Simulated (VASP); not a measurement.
# SiC (P6_3mc) in VASP: further runs, part 2 of 2

VASP 6.6.1.

### Step 6. Relaxation of the atoms, PBE (volume 10.503 Å^3 an atom, c/a of the conventional cell 1.6410)

Contents of INCAR:

```
SYSTEM = SiC
ALGO     = Normal         ! electronic algorithm
EDIFF    = 1E-6           ! SCF threshold, eV
EDIFFG   = -0.01          ! ionic threshold
ENCUT    = 520            ! plane-wave cutoff, eV
GGA      = PE             ! functional
IBRION   = 2              ! ionic algorithm
ISIF     = 2              ! what is computed and relaxed
ISMEAR   = 0              ! smearing method
LASPH    = .True.         ! aspherical terms in the spheres
LCHARG   = .False.        ! write CHGCAR
LREAL    = .False.        ! projectors in reciprocal space
LWAVE    = .False.        ! write WAVECAR
NELM     = 60             ! most SCF steps
NSW      = 50             ! ionic steps
PREC     = Accurate       ! precision mode
SIGMA    = 0.05           ! smearing width, eV
```

Contents of KPOINTS:

```
k-points
0
Gamma
  12 12 6
  0 0 0
```

Contents of POSCAR:

```
SiC
1.0
    3.0920366030      0.0000000000      0.0000000000
   -1.5460183015      2.6777822476      0.0000000000
    0.0000000000      0.0000000000      5.0738984874
Si C
2 2
Direct
    0.3333333333      0.6666666667      0.0045639005
    0.6666666667      0.3333333333      0.5045639005
    0.3333333333      0.6666666667      0.3804360995
    0.6666666667      0.3333333333      0.8804360995
```

Potentials or basis: VASP PAW PBE potentials, release 64 (Si, C).

Launch:

```console
$ cat potpaw_PBE.64/Si/POTCAR potpaw_PBE.64/C/POTCAR > POTCAR
$ mpirun -np 1 vasp_std > vasp.out
```

OUTCAR:

```text
SYSTEM = SiC
   EDIFF = 1E-6
   EDIFFG = -0.01
   ENCUT = 520
   GGA = PE
   IBRION = 2
   ISIF = 2
   ISMEAR = 0
   LASPH = .True.
   LREAL = .False.
   NELM = 60
   NSW = 50
   PREC = Accurate

 ion  position               nearest neighbor table
   1  0.333  0.667  0.005-   4 1.89   4 1.89   4 1.89   3 1.91   2 3.10   2 3.10   2 3.10   2 3.10
                             2 3.10   2 3.10
   2  0.667  0.333  0.505-   3 1.89   3 1.89   3 1.89   4 1.91   1 3.10   1 3.10   1 3.10   1 3.10
                             1 3.10   1 3.10
   3  0.333  0.667  0.380-   2 1.89   2 1.89   2 1.89   1 1.91
   4  0.667  0.333  0.880-   1 1.89   1 1.89   1 1.89   2 1.91

  LATTYP: Found a hexagonal cell.
 ALAT       =     3.0920366030
 C/A-ratio  =     1.6409567993

  Lattice vectors:

 A1 = (   3.0920366030,   0.0000000000,   0.0000000000)
 A2 = (  -1.5460183015,   2.6777822476,   0.0000000000)
 A3 = (   0.0000000000,   0.0000000000,   5.0738984874)

Analysis of symmetry for initial positions (statically):
=====================================================================
 Subroutine PRICEL returns:
[... 188 lines left out ...]
      1      -7.3614      2.00000
      2      -3.8516      2.00000
      3      -0.5236      2.00000
      4       6.7738      2.00000
      5       6.7738      2.00000
      6       7.9754      2.00000
      7       8.0835      2.00000
      8       8.0835      2.00000
      9      12.7562      0.00000
     10      14.1304      0.00000
     11      14.6576      0.00000
     12      14.6576      0.00000
[... 331 lines left out ...]
 k-point    24 :       0.3333    0.0000    0.1667
  band No.  band energies     occupation
      1      -5.4113      2.00000
      2      -2.8950      2.00000
      3       0.8012      2.00000
      4       2.5087      2.00000
      5       3.3297      2.00000
      6       5.2615      2.00000
      7       6.4955      2.00000
      8       6.9857      2.00000
      9      11.4334      0.00000
     10      12.5418      0.00000
     11      14.8129      0.00000
     12      15.8456      0.00000

 [... further k-points ...]
[... 5 lines left out ...]
  --------------------------------------------------------------------------------------
  -------------------------------------------------------------------------------------
  Total       -0.0159071     -0.0159071     -0.0016858      0.0000000      0.0000000      0.0000000
  in kB       -0.6066540     -0.6066540     -0.0642918      0.0000000      0.0000000      0.0000000
  external PRESSURE =      -0.4258666 kB  Pullay stress =       0.0000000 kB

 VOLUME and BASIS-vectors are now :
 -----------------------------------------------------------------------------
  energy-cutoff  :      520.00
  volume of cell :       42.01
      direct lattice vectors                 reciprocal lattice vectors
     3.092036603  0.000000000  0.000000000     0.323411437  0.186721680  0.000000000
    -1.546018301  2.677782248  0.000000000     0.000000000  0.373443360  0.000000000
     0.000000000  0.000000000  5.073898487     0.000000000  0.000000000  0.197087112

 POSITION                                       TOTAL-FORCE (eV/Angst)
 -----------------------------------------------------------------------------------
     -0.00000      1.78519      0.02316        -0.000000     -0.000000      0.002380
      1.54602      0.89259      2.56011         0.000000      0.000000      0.002380
     -0.00000      1.78519      1.93029         0.000000      0.000000     -0.002380
      1.54602      0.89259      4.46724        -0.000000     -0.000000     -0.002380
 -----------------------------------------------------------------------------------
    total drift:                               -0.000000      0.000000      0.000540

  FREE ENERGIE OF THE ION-ELECTRON SYSTEM (eV)
  ---------------------------------------------------
  free  energy   TOTEN  =       -30.1102633932 eV

  energy  without entropy=      -30.1102633932  energy(sigma->0) =      -30.11026339

 reached required accuracy - stopping structural energy minimisation
```

Run time: 35 s. Hardware: 1 thread of AMD EPYC 9755, shared host; peak memory 0.14 GiB.

Results:

* Free energy: -30.1103 eV
* Pressure after relaxing: 0.0 GPa
* Band gap on the k mesh: 2.31 eV, indirect (least direct gap 3.94 eV)

Forces on the atoms (eV/Å):
```
Si   0.000  0.000  0.002
Si   0.000  0.000  0.002
C    0.000  0.000 -0.002
C    0.000  0.000 -0.002
```

Final structure:
```yaml
crystal:
  lattice:
    - [3.09204, 0.00000, 0.00000]
    - [-1.54602, 2.67778, 0.00000]
    - [0.00000, 0.00000, 5.07390]
  atoms:
    - { symbol: Si, position: [0.33333, 0.66667, 0.00456] }
    - { symbol: Si, position: [0.66667, 0.33333, 0.50456] }
    - { symbol: C, position: [0.33333, 0.66667, 0.38044] }
    - { symbol: C, position: [0.66667, 0.33333, 0.88044] }
```

Caveat: the relaxation stopped at its first step, so nothing moved. A k mesh can miss the band edges.

### Step 7. The runs side by side

| cell | gap on the mesh (eV) | pressure (GPa) |
| --- | --- | --- |
| atoms relaxed from a = 3.206, b = 3.206, c = 5.476 Å, angles 90.0, 90.0, 120.0°, 4 atoms | 2.45 | -23.1 |
| atoms relaxed from a = 2.957, b = 2.957, c = 4.661 Å, angles 90.0, 90.0, 120.0°, 4 atoms | 1.94 | 51.5 |
| atoms relaxed from a = 2.879, b = 2.879, c = 4.917 Å, angles 90.0, 90.0, 120.0°, 4 atoms | 1.51 | 52.1 |
| atoms relaxed from a = 3.089, b = 3.089, c = 4.678 Å, angles 90.0, 90.0, 120.0°, 4 atoms | 1.67 | 20.4 |
| atoms relaxed from a = 3.092, b = 3.092, c = 5.074 Å, angles 90.0, 90.0, 120.0°, 4 atoms | 2.31 | 0.0 |

Alike in all rows: task relaxation of the atoms; level PBE; potentials or basis VASP PAW PBE potentials, release 64 (Si, C); no spin polarisation; k mesh 12 × 12 × 6; cutoff (eV) 520; smearing gaussian 0.05 eV.

Caveats: the relaxation stopped at its first step, so nothing moved (some runs).

Total energies depend on the potentials used, so only differences within one code and one set of settings carry meaning.
